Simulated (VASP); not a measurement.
# Ti3N5 in VASP: a series of runs, part 2 of 2

VASP 6.6.1. Earlier steps stand in the parts before.

## (4) Single point, PBE, collinear spin

INCAR reads:

```
  ALGO = Normal
  DIPOL = 0.5 0.5 0.343
  EDIFF = 1E-6
  ENCUT = 520
  GGA = PE
  IDIPOL = 3
  ISIF = 2
  ISMEAR = 0
  ISPIN = 2
  LASPH = T
  LCHARG = F
  LDIPOL = T
  LMAXMIX = 4
  LORBIT = 11
  LREAL = F
  LWAVE = F
  MAGMOM = 0 0 0 0 3 0 0 0
  NBANDS = 44
  NELM = 150
  PREC = Accurate
  SIGMA = 0.1
```

KPOINTS reads:

```
k-points
0
Gamma
  9 9 1
```

POSCAR reads:

```
Ti3N5
1.0
    3.0028555063      0.0000000000      0.0000000000
   -1.5014277532      2.6005491524      0.0000000000
    0.0000000000      0.0000000000     24.1233847547
N Ti
5 3
Direct
    0.3333333333      0.6666666667      0.1658142106
    0.0000000000      0.0000000000      0.2674509120
    0.6666666667      0.3333333333      0.3654788005
    0.3333333333      0.6666666667      0.4611038156
    0.8888888889      0.1111111111      0.5170661116
    0.6666666667      0.3333333333      0.2166325614
    0.3333333333      0.6666666667      0.3190139885
    0.0000000000      0.0000000000      0.4290633808
```

Started as:

```sh
$ cat potpaw_PBE.64/N/POTCAR potpaw_PBE.64/Ti_sv/POTCAR > POTCAR
$ mpirun -np 1 vasp_std > vasp.out
```

It took 13 min on 1 thread of Intel Xeon Platinum 8488C (Sapphire Rapids), shared host; peak memory 0.58 GiB.

The run converged. Its results:

| Item | Value |
| --- | --- |
| Free energy | -67.4997 eV |
| Largest force | 5.737 eV/Å |
| Band gap on the k mesh | zero (filled and empty bands overlap) |
| Net moment | 0.98 μB per cell |
| Site moments | N -0.00, +0.00, -0.01, -0.05, +0.72; Ti -0.00, -0.01, +0.05 μB |
| Valence electrons inside the program's atomic spheres | N 3.51, 3.75, 3.73, 3.71, 3.31; Ti 10.31, 10.36, 10.55 |

Forces in eV/Å, atoms in the order of the input:
```
N    0.005 -0.003  4.391
N   -0.013  0.008  1.296
N   -0.062  0.036  0.668
N   -0.288  0.166  1.800
N    0.306 -0.177 -1.876
Ti  -0.011  0.006 -5.737
Ti   0.061 -0.035 -0.170
Ti   0.002 -0.001 -0.372
```

Levels at points of the mesh, in eV from the Fermi level:
Spin up:
```
           k point  band 27  band 28  band 29  band 30  band 31  band 32  band 33  band 34  band 35  band 36
(0.00, 0.00, 0.00)    -0.90    -0.74    -0.35     0.00     0.06     0.12     0.39     0.40     1.11     1.75
```
Spin down:
```csv
k point,band 26,band 27,band 28,band 29,band 30,band 31,band 32,band 33,band 34,band 35
"(0.00, 0.00, 0.00)",-2.34,-0.84,0.01,0.05,0.14,0.29,0.46,0.84,1.09,1.35
```

## (5) Single point, PBE, collinear spin

INCAR reads:

```
SYSTEM = Ti3N5
PREC = Accurate
ENCUT = 520
EDIFF = 1E-6
ISMEAR = 0
SIGMA = 0.1
LREAL = .FALSE.
LASPH = .TRUE.
NELM = 150
ALGO = Normal
ISIF = 2
LWAVE = .FALSE.
LCHARG = .FALSE.
ISPIN = 2
MAGMOM = 0 0 0 0 3 0 0 0
LORBIT = 11
LMAXMIX = 4
LDIPOL = .TRUE.
IDIPOL = 3
DIPOL = 0.5 0.5 0.349
GGA = PE
NBANDS = 44
```

KPOINTS reads:

```
regular mesh
0
G
  9 9 1
  0 0 0
```

Edit POSCAR of step 4 so:

```diff
@@ -12,3 +12,3 @@
     0.3333333333      0.6666666667      0.4611038156
-    0.8888888889      0.1111111111      0.5170661116
+    0.7777777778      0.2222222222      0.5684685169
     0.6666666667      0.3333333333      0.2166325614
```

Potentials or basis: VASP PAW PBE potentials, release 64 (N, Ti_sv).

Started as:

```sh
$ cat potpaw_PBE.64/N/POTCAR potpaw_PBE.64/Ti_sv/POTCAR > POTCAR
$ mpirun -np 1 vasp_std > vasp.out
```

OUTCAR:

```text
SYSTEM = Ti3N5
   PREC = Accurate
   ENCUT = 520
   EDIFF = 1E-6
   ISMEAR = 0
   LREAL = .FALSE.
   LASPH = .TRUE.
   NELM = 150
   ISIF = 2
   ISPIN = 2
   LORBIT = 11
   GGA = PE

 ion  position               nearest neighbor table
   1  0.333  0.667  0.166-   6 2.12   6 2.12   6 2.12
   2  0.000  0.000  0.267-   6 2.12   6 2.12   6 2.12   7 2.13   7 2.13   7 2.13
   3  0.667  0.333  0.365-   7 2.06   7 2.06   7 2.06   8 2.31   8 2.31   8 2.31
   4  0.333  0.667  0.461-   8 1.90   8 1.90   8 1.90
   5  0.778  0.222  0.568-
   6  0.667  0.333  0.217-   2 2.12   2 2.12   2 2.12   1 2.12   1 2.12   1 2.12
   7  0.333  0.667  0.319-   3 2.06   3 2.06   3 2.06   2 2.13   2 2.13   2 2.13
   8  0.000  0.000  0.429-   4 1.90   4 1.90   4 1.90   3 2.31   3 2.31   3 2.31

  LATTYP: Found a hexagonal cell.
 ALAT       =     3.0028555063
 C/A-ratio  =     8.0334816990

  Lattice vectors:

 A1 = (   3.0028555063,   0.0000000000,   0.0000000000)
 A2 = (  -1.5014277532,   2.6005491524,   0.0000000000)
 A3 = (   0.0000000000,   0.0000000000,  24.1233847547)

Analysis of symmetry for initial positions (statically):
=====================================================================
 Subroutine PRICEL returns:
 Original cell was already a primitive cell.
[... 2391 lines left out ...]
  volume of cell :      188.38
      direct lattice vectors                 reciprocal lattice vectors
     3.002855506  0.000000000  0.000000000     0.333016357  0.192267083  0.000000000
    -1.501427753  2.600549152  0.000000000     0.000000000  0.384534166  0.000000000
     0.000000000  0.000000000 24.123384755     0.000000000  0.000000000  0.041453553

 POSITION                                       TOTAL-FORCE (eV/Angst)
 -----------------------------------------------------------------------------------
     -0.00000      1.73370      4.00000        -0.000756      0.000436      4.378559
      0.00000      0.00000      6.45182        -0.000676      0.000390      1.282900
      1.50143      0.86685      8.81659        -0.002681      0.001548      0.087253
     -0.00000      1.73370     11.12338         0.006762     -0.003904      0.005252
      2.00190      0.57790     13.71338        -0.007134      0.004119      0.077748
      1.50143      0.86685      5.22591         0.001101     -0.000636     -5.730013
     -0.00000      1.73370      7.69570        -0.000545      0.000314     -0.023710
      0.00000      0.00000     10.35046         0.003928     -0.002268     -0.077990
 -----------------------------------------------------------------------------------
    total drift:                                0.000002     -0.000001      0.000070

  FREE ENERGIE OF THE ION-ELECTRON SYSTEM (eV)
  ---------------------------------------------------
  free  energy   TOTEN  =       -67.4133034003 eV

  energy  without entropy=      -67.4033885032  energy(sigma->0) =      -67.40834595

 vacuum level on the upper side and lower side of the slab         5.736         6.866

 total charge

# of ion       s       p       d       tot
------------------------------------------
    1        1.311   2.200   0.000   3.511
    2        1.253   2.497   0.000   3.750
    3        1.251   2.478   0.000   3.729
    4        1.298   2.454   0.000   3.752
    5        1.363   1.925   0.000   3.288
    6        2.193   6.225   1.894  10.313
    7        2.199   6.255   1.896  10.350
    8        2.231   6.263   1.980  10.473
--------------------------------------------------
tot         13.099  30.296   5.770  49.166

 magnetization (x)

# of ion       s       p       d       tot
------------------------------------------
    1       -0.000  -0.007   0.000  -0.008
    2       -0.000   0.000   0.000  -0.000
    3        0.000   0.001   0.000   0.001
    4        0.004   0.011   0.000   0.015
    5        0.046   1.907   0.000   1.953
    6       -0.000  -0.000   0.002   0.002
    7       -0.000  -0.000  -0.004  -0.005
    8        0.000   0.000   0.017   0.018
--------------------------------------------------
tot          0.050   1.912   0.015   1.978
```

stdout:

```text
POSCAR found type information on POSCAR N Ti
 POSCAR found :  2 types and       8 ions
 scaLAPACK will be used
 LDA part: xc-table for (Slater+PW92), standard interpolation
 POSCAR, INCAR and KPOINTS ok, starting setup
 FFT: planning ... GRIDC
 FFT: planning ... GRID_SOFT
 FFT: planning ... GRID
 WAVECAR not read
 entering main loop
```

Wall time 21 min (1 thread of Intel Xeon 8259CL, shared host); peak memory 0.55 GiB.

Results:

- Free energy: -67.4133 eV
- Largest force: 5.730 eV/Å
- Band gap on the k mesh: zero (filled and empty bands overlap)
- Net moment: 2.98 μB per cell
- Site moments: N -0.01, -0.00, +0.00, +0.01, +1.95; Ti +0.00, -0.01, +0.02 μB
- Valence electrons inside the program's atomic spheres: N 3.51, 3.75, 3.73, 3.29 (each value once); Ti 10.31, 10.35, 10.47

Forces in eV/Å, atoms in the order of the input:
```
N   -0.001  0.000  4.379
N   -0.001  0.000  1.283
N   -0.003  0.002  0.087
N    0.007 -0.004  0.005
N   -0.007  0.004  0.078
Ti   0.001 -0.001 -5.730
Ti  -0.001  0.000 -0.024
Ti   0.004 -0.002 -0.078
```

## (6) Overview

```tsv
cell	gap on the mesh (eV)	moment (μB)	largest force (eV/Å)
as given, atomic positions A	none	2.94	5.72
as given, atomic positions B	none	0.28	6.70
as given, atomic positions C	none	0.98	5.74
as given, atomic positions D	none	2.98	5.73
```

Alike in all rows: task single point; level PBE; potentials or basis VASP PAW PBE potentials, release 64 (N, Ti_sv); spin collinear; k mesh 9 × 9 × 1; cutoff (eV) 520; smearing gaussian 0.1 eV.

Total energies depend on the potentials used, so only differences within one code and one set of settings carry meaning.
